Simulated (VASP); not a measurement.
Set up this calculation in VASP 6.6.1, as the native input.

| Item | Value |
| --- | --- |
| Task | single point |
| Functional | LDA |
| Potentials or basis | VASP PAW LDA potentials, release 64 (Ni, Ge_d) |
| Cutoff | 520 eV |
| k mesh | 12 × 12 × 12 |
| Occupations | fermi-dirac, width 0.15 eV |
| Spin | no spin polarisation |
| Dipole correction | no |
| Further INCAR settings | ALGO = Normal; EDIFF = 1e-06; NBANDS = 30 |

The structure of Ni3Ge lies in POSCAR:

```
Ni3Ge
1.0
    3.4671136096      0.0000000000      0.0000000000
    0.0000000000      3.4671136096      0.0000000000
    0.0000000000      0.0000000000      3.4671136096
Ni Ge
3 1
Direct
    0.5000000000      0.0000000000      0.5000000000
    0.0000000000      0.5000000000      0.5000000000
    0.5000000000      0.5000000000      0.0000000000
    0.0000000000      0.0000000000      0.0000000000
```

The input as run:

INCAR

```
SYSTEM = Ni3Ge
  ALGO = Normal
  EDIFF = 1E-6
  ENCUT = 520
  ISIF = 2
  ISMEAR = -1
  LASPH = .TRUE.
  LCHARG = .FALSE.
  LREAL = .FALSE.
  LWAVE = .FALSE.
  NBANDS = 30
  NELM = 60
  PREC = Accurate
  SIGMA = 0.15
```

KPOINTS

```
k-points
0
G
  12 12 12
  0 0 0
```

Potentials or basis: VASP PAW LDA potentials, release 64 (Ni, Ge_d).

Command:

```sh
$ cat potpaw_LDA.64/Ni/POTCAR potpaw_LDA.64/Ge_d/POTCAR > POTCAR
$ mpirun -np 1 vasp_std > vasp.out
```

It gave:

- Pressure: 5.4 GPa
- Band gap on the k mesh: zero (bands 22 and 23 overlap by 0.25 eV)

Caveat: the cell stands under pressure.

It took 85 s on 1 thread of Intel(R) Xeon(R) Platinum 8488C (Sapphire Rapids), on a shared host, peak memory 0.2 GiB.
